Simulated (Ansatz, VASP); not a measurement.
**One calculation of ZnS, two programs**

```
Zn S
1.0
     3.82270    0.00000    0.00000
    -1.91135    3.31056    0.00000
     0.00000    0.00000   12.52000
Zn S
4 4
Direct
  0.66667 0.33333 0.75000
  0.33333 0.66667 0.25000
  0.00000 0.00000 0.50000
  0.00000 0.00000 0.00000
  0.66667 0.33333 0.93750
  0.33333 0.66667 0.43750
  0.00000 0.00000 0.68750
  0.00000 0.00000 0.18750
```

Alike in both runs: task relaxation of cell and atoms; functional PBEsol; k mesh 8 × 8 × 3; occupations fermi-dirac, width 0.05 eV; no spin polarisation.

|  | VASP | Ansatz |
| --- | --- | --- |
| version | VASP 6.6.1 | Ansatz 0.2.0 |
| potentials or method | VASP PAW PBE potentials, release 64 (Zn, S) | Ansatz PAW |
| plane-wave cutoff (eV) | 500 | 420 |
| valence electrons in the cell | 72 | 72 |

Ansatz gave:

| Property | Result |
| --- | --- |
| relaxed volume (Å³/atom) | 19.22 |
| relaxed cell length with the largest relative difference (Å) | 3.785 |

Task: Which values does VASP return?

Result: Relaxed volume (Å³/atom): 19.27; relaxed cell length with the largest relative difference (Å): 3.789.

VASP's potentials were made for PBE, not for PBEsol.

Noted on Ansatz's run: odd divisions of the mesh miss points on the zone boundary, where band edges often lie, so the gap on the mesh can be too wide; the plane-wave basis is chosen anew once the cell has moved, so the energies of steps on either side of that aren't comparable.
